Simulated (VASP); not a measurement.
# MgS (Fm-3m) in VASP: single point with r2SCAN

Aim: the single point of MgS with r2SCAN.

Everything below comes from runs of VASP 6.6.1. Logs are shortened: lines on timing, memory, paths and dates and some standing lists are left out, and cuts for length are marked.

## Step 1: The cell of the first run

It takes space group Fm-3m (No. 225, cubic). The conventional cell has a = 5.182 Å, b = 5.182 Å, c = 5.182 Å, α = 90.00°, β = 90.00°, γ = 90.00°. Within 3.4 Å of Mg (site symmetry m-3m) lie 6 S at 2.59 Å. Within 3.4 Å of S (site symmetry m-3m) lie 6 Mg at 2.59 Å.

## Step 2: Single point, r2SCAN

Input file POSCAR:

```
MgS
1.0
    0.0000000000      2.5908700919      2.5908700919
    2.5908700919      0.0000000000      2.5908700919
    2.5908700919      2.5908700919      0.0000000000
Mg S
1 1
Direct
    0.0000000000      0.0000000000      0.0000000000
    0.5000000000      0.5000000000      0.5000000000
```

Input file INCAR.step1:

```
ALGO = Normal ; EDIFF = 1E-5
ENCUT = 660 ; GGA = PE
GGA_COMPAT = False ; ISMEAR = 0
LASPH = True ; LCHARG = False
LREAL = False ; LWAVE = True
NBANDS = 11 ; NELM = 120
PREC = Accurate ; SIGMA = 0.02
```

Input file INCAR.step2:

```
ALGO = Normal ; EDIFF = 1E-6
ENCUT = 660 ; GGA_COMPAT = False
ISIF = 2 ; ISMEAR = 0
ISTART = 1 ; LASPH = True
LCHARG = False ; LMIXTAU = True
LREAL = False ; LWAVE = False
METAGGA = R2SCAN ; NBANDS = 11
NELM = 120 ; PREC = Accurate
SIGMA = 0.02
```

Input file KPOINTS:

```
k-points
0
Gamma
  8 8 8
```

Potentials or basis: VASP PAW PBE potentials, release 64 (Mg, S).

Launch:

```console
cat potpaw_PBE.64/Mg/POTCAR potpaw_PBE.64/S/POTCAR > POTCAR
cp INCAR.step1 INCAR
mpirun -np 1 vasp_std > vasp.out
cp INCAR.step2 INCAR
mpirun -np 1 vasp_std > vasp.out
```

OUTCAR:

```text
EDIFF = 1E-6
   ENCUT = 660
   ISIF = 2
   ISMEAR = 0
   ISTART = 1
   LASPH = True
   LREAL = False
   METAGGA = R2SCAN
   NELM = 120
   PREC = Accurate

 ion  position               nearest neighbor table
   1  0.000  0.000  0.000-   2 2.59   2 2.59   2 2.59   2 2.59   2 2.59   2 2.59
   2  0.500  0.500  0.500-   1 2.59   1 2.59   1 2.59   1 2.59   1 2.59   1 2.59

  LATTYP: Found a face centered cubic cell.
 ALAT       =     5.1817401838

  Lattice vectors:

 A1 = (   0.0000000000,   2.5908700919,   2.5908700919)
 A2 = (   2.5908700919,   0.0000000000,   2.5908700919)
 A3 = (   2.5908700919,   2.5908700919,   0.0000000000)

Analysis of symmetry for initial positions (statically):
=====================================================================
 Subroutine PRICEL returns:
 Original cell was already a primitive cell.

 Routine SETGRP: Setting up the symmetry group for a
 face centered cubic supercell.

 Subroutine GETGRP returns: Found 48 space group operations
 (whereof 48 operations were pure point group operations)
 out of a pool of 48 trial point group operations.

The static configuration has the point symmetry O_h .

Analysis of symmetry for dynamics (positions and initial velocities):
=====================================================================
 Subroutine PRICEL returns:
 Original cell was already a primitive cell.

 Routine SETGRP: Setting up the symmetry group for a
 face centered cubic supercell.

 Subroutine GETGRP returns: Found 48 space group operations
 (whereof 48 operations were pure point group operations)
 out of a pool of 48 trial point group operations.

The dynamic configuration has the point symmetry O_h .

 Subroutine INISYM returns: Found 48 space group operations
 (whereof 48 operations are pure point group operations),
 and found     1 'primitive' translations

----------------------------------------------------------------------------------------

                                     Primitive cell

  volume of cell :      34.7830

  direct lattice vectors                    reciprocal lattice vectors
     0.000000000  2.590870092  2.590870092    -0.192985361  0.192985361  0.192985361
     2.590870092  0.000000000  2.590870092     0.192985361 -0.192985361  0.192985361
     2.590870092  2.590870092  0.000000000     0.192985361  0.192985361 -0.192985361

  length of vectors
     3.664043622  3.664043622  3.664043622     0.334260450  0.334260450  0.334260450

  position of ions in fractional coordinates (direct lattice)
     0.000000000  0.000000000  0.000000000
     0.500000000  0.500000000  0.500000000

  ion indices of the primitive-cell ions
   primitive index   ion index
                 1           1
                 2           2

----------------------------------------------------------------------------------------

 KPOINTS: k-points

Automatic generation of k-mesh.
 Grid dimensions read from file:
 generate k-points for:    8    8    8

 Generating k-lattice:

  Cartesian coordinates                     Fractional coordinates (reciprocal lattice)
    -0.024123170  0.024123170  0.024123170     0.125000000  0.000000000  0.000000000
     0.024123170 -0.024123170  0.024123170     0.000000000  0.125000000  0.000000000
     0.024123170  0.024123170 -0.024123170     0.000000000  0.000000000  0.125000000

  Length of vectors
     0.041782556  0.041782556  0.041782556

  Shift w.r.t. Gamma in fractional coordinates (k-lattice)
     0.000000000  0.000000000  0.000000000

 Subroutine IBZKPT returns following result:
 ===========================================

 Found     29 irreducible k-points:

 Following reciprocal coordinates:
            Coordinates               Weight
  0.000000  0.000000  0.000000      1.000000
  0.125000  0.000000  0.000000      8.000000
  0.250000  0.000000  0.000000      8.000000
  0.375000  0.000000  0.000000      8.000000
  0.500000  0.000000  0.000000      4.000000
  0.125000  0.125000  0.000000      6.000000
[... 16 lines left out ...]
  0.500000  0.250000  0.125000     48.000000
 -0.375000  0.250000  0.125000     24.000000
 [... further k-points ...]
   k-points           NKPTS =     29   k-points in BZ     NKDIM =     29   number of bands    NBANDS=     11
   number of dos      NEDOS =    301   number of ions     NIONS =      2
   total plane-waves  NPLWV =  32768
   dimension x,y,z NGX =    32 NGY =   32 NGZ =   32
   dimension x,y,z NGXF=    64 NGYF=   64 NGZF=   64
   ions per type =               1   1
   NGX,Y,Z   is equivalent  to a cutoff of  14.52, 14.52, 14.52 a.u.
   NGXF,Y,Z  is equivalent  to a cutoff of  29.04, 29.04, 29.04 a.u.
 SYSTEM =  unknown system
   PREC   = accura    normal or accurate (medium, high low for compatibility)
   ISTART =      1    job   : 0-new  1-cont  2-samecut
   ICHARG =      0    charge: 1-file 2-atom 10-const
   ISPIN  =      1    spin polarized calculation?
   LNONCOLLINEAR =      F non collinear calculations
   LSORBIT =      F    spin-orbit coupling
   LASPH  =      T    aspherical Exc in radial PAW
   ENCUT  =  660.0 eV  48.51 Ry    6.96 a.u.   7.68  7.68  7.68*2*pi/ulx,y,z
   NELM   =    120;   NELMIN=  2; NELMDL=  0     # of ELM steps
   EDIFF  = 0.1E-05   stopping-criterion for ELM
   LREAL  =      F    real-space projection
   EDIFFG = 0.1E-04   stopping-criterion for IOM
   NSW    =      0    number of steps for IOM
   IBRION =     -1    ionic relax: 0-MD 1-quasi-New 2-CG
   NFREE  =      0    steps in history (QN), initial steepest desc. (CG)
   ISIF   =      2    stress and relaxation
   ISYM   =      2    0-nonsym 1-usesym 2-fastsym
   POTIM  = 0.5000    time-step for ionic-motion
   TEBEG  =    0.0;   TEEND  =   0.0 temperature during run
   PSTRESS=    0.0 pullay stress
   NELECT =       8.0000    total number of electrons
   NUPDOWN=      -1.0000    fix difference up-down
   EMIN   =  10.00;   EMAX   =-10.00  energy-range for DOS
   EFERMI =   0.00;   METHOD = LEGACY
   ISMEAR =     0;   SIGMA  =   0.02  broadening in eV -4-tet -1-fermi 0-gaus
   EFERMI_NEDOS =   21; number of points for ismear=-14 and -15
   IALGO  =     38    algorithm
   IMIX   =      4    mixing-type and parameters
     AMIX     =   0.40;   BMIX     =  1.00
     AMIX_MAG =   1.60;   BMIX_MAG =  1.00
  volume/ion in A,a.u.               =      17.39       117.36
  Fermi-wavevector in a.u.,A,eV,Ry     =   1.003034  1.895460 13.688524  1.006078
  Thomas-Fermi vector in A             =   2.135560
   LORBIT       =      0    0 simple, 1 ext, 2 COOP (PROOUT), +10 PAW based schemes
   METAGGA = R2SCAN    functional components
   LHFCALC =     F    Hartree Fock is set to
   AEXX    =    0.0000 exact exchange contribution
   IVDW    =     0    specifies the selected vdW correction
   LEPSILON=     F    determine dielectric tensor
   LRPA    =     F    only Hartree local field effects (RPA)
 non-spin polarized calculation
 Gauss-broadening in eV      SIGMA  =   0.02
  energy-cutoff  :      660.00
  volume of cell :       34.78
 maximum number of plane-waves:      1363
   NGX = 15   NGY = 15   NGZ = 15

 number of electron       8.0000001 magnetization

 Free energy of the ion-electron system (eV)
  ---------------------------------------------------
  ext. energy  EPLUGINS =         0.00000000
  ---------------------------------------------------
  free energy    TOTEN  =       -15.51120209 eV

  energy without entropy =      -15.51120209  energy(sigma->0) =      -15.51120209

 E-fermi :   3.7717     XC(G=0): -10.1453

 val. band max:        3.6044007246   @ k =   0.0000   0.0000   0.0000
 cond. band min:       7.0647312735   @ k =   0.5000   0.5000   0.0000
 fundamental gap:      3.4603305489
 Fermi energy:         3.7717230340

 k-point     1 :       0.0000    0.0000    0.0000
  band No.  band energies     occupation
      1      -9.6521      2.00000
      2       3.6044      2.00000
      3       3.6044      2.00000
      4       3.6044      2.00000
      5       8.3246      0.00000
      6      12.1259      0.00000
      7      12.1259      0.00000
      8      12.1259      0.00000
      9      14.5594      0.00000
     10      14.5594      0.00000
     11      17.1831      0.00000

 k-point     2 :       0.1250    0.0000    0.0000
  band No.  band energies     occupation
      1      -9.4939      2.00000
      2       2.5820      2.00000
      3       3.4961      2.00000
      4       3.4961      2.00000
      5       9.0742      0.00000
      6      11.8689      0.00000
      7      12.3941      0.00000
      8      12.3941      0.00000
      9      13.9807      0.00000
     10      13.9807      0.00000
     11      17.4873      0.00000

 k-point     3 :       0.2500    0.0000    0.0000
  band No.  band energies     occupation
      1      -9.0662      2.00000
      2       0.7738      2.00000
      3       3.2591      2.00000
      4       3.2591      2.00000
      5       9.3572      0.00000
      6      12.0452      0.00000
      7      12.0452      0.00000
      8      12.8086      0.00000
      9      14.5973      0.00000
     10      14.5973      0.00000
     11      16.6627      0.00000

 k-point     4 :       0.3750    0.0000    0.0000
  band No.  band energies     occupation
      1      -8.5453      2.00000
      2      -0.7345      2.00000
      3       3.0497      2.00000
      4       3.0497      2.00000
      5       8.9978      0.00000
      6      11.3728      0.00000
      7      11.3728      0.00000
      8      14.5577      0.00000
      9      16.2921      0.00000
     10      16.6468      0.00000
     11      16.6468      0.00000
[... 239 lines left out ...]
 k-point    22 :       0.3750    0.2500    0.1250
  band No.  band energies     occupation
      1      -8.7309      2.00000
      2       0.4981      2.00000
      3       2.1000      2.00000
      4       2.8949      2.00000
      5      10.1772      0.00000
      6      10.6830      0.00000
      7      11.4727      0.00000
      8      13.6103      0.00000
      9      14.4698      0.00000
     10      17.4523      0.00000
     11      19.7411      0.00000

 k-point    23 :       0.5000    0.2500    0.1250
  band No.  band energies     occupation
      1      -8.2904      2.00000
      2      -0.3889      2.00000
      3       1.5482      2.00000
      4       2.5722      2.00000
      5       9.9182      0.00000
      6      10.6879      0.00000
      7      12.1300      0.00000
      8      13.4269      0.00000
      9      16.1738      0.00000
     10      18.9723      0.00000
     11      19.7033      0.00000

 k-point    24 :      -0.3750    0.2500    0.1250
  band No.  band energies     occupation
      1      -8.0800      2.00000
      2      -0.8036      2.00000
      3       1.4016      2.00000
      4       2.4071      2.00000
      5       9.8538      0.00000
      6      10.4060      0.00000
      7      12.7435      0.00000
      8      13.8924      0.00000
      9      16.7824      0.00000
     10      18.1078      0.00000
     11      20.1331      0.00000

 [... further k-points ...]

------------------------ aborting loop because EDIFF is reached ----------------------------------------

  FORCE on cell =-STRESS in cart. coord.  units (eV):
  Direction    XX          YY          ZZ          XY          YZ          ZX
  --------------------------------------------------------------------------------------
  -------------------------------------------------------------------------------------
  Total        0.1191832      0.1191832      0.1191832     -0.0000000      0.0000000      0.0000000
  in kB        5.4898292      5.4898292      5.4898292     -0.0000000      0.0000000      0.0000000
  external PRESSURE =       5.4898292 kB  Pullay stress =       0.0000000 kB

 VOLUME and BASIS-vectors are now :
 -----------------------------------------------------------------------------
  energy-cutoff  :      660.00
  volume of cell :       34.78
      direct lattice vectors                 reciprocal lattice vectors
     0.000000000  2.590870092  2.590870092    -0.192985361  0.192985361  0.192985361
     2.590870092  0.000000000  2.590870092     0.192985361 -0.192985361  0.192985361
     2.590870092  2.590870092  0.000000000     0.192985361  0.192985361 -0.192985361

 POSITION                                       TOTAL-FORCE (eV/Angst)
 -----------------------------------------------------------------------------------
      0.00000      0.00000      0.00000        -0.000000      0.000000     -0.000000
      2.59087      2.59087      2.59087         0.000000     -0.000000      0.000000
 -----------------------------------------------------------------------------------
    total drift:                               -0.000000     -0.000000      0.000000

  FREE ENERGIE OF THE ION-ELECTRON SYSTEM (eV)
  ---------------------------------------------------
  free  energy   TOTEN  =       -15.5112020945 eV

  energy  without entropy=      -15.5112020945  energy(sigma->0) =      -15.51120209
```

Run time: 56 s. Hardware: 1 thread of AMD EPYC 9R45 (Zen 5), shared host; peak memory 0.16 GiB.

What came out:

- Free energy: -15.5112 eV
- Pressure: 0.5 GPa
- Band gap on the k mesh: 3.46 eV (least direct gap 4.72 eV)

Caveat: the PAW data sets were made with another functional, which shifts forces and pressure a little.
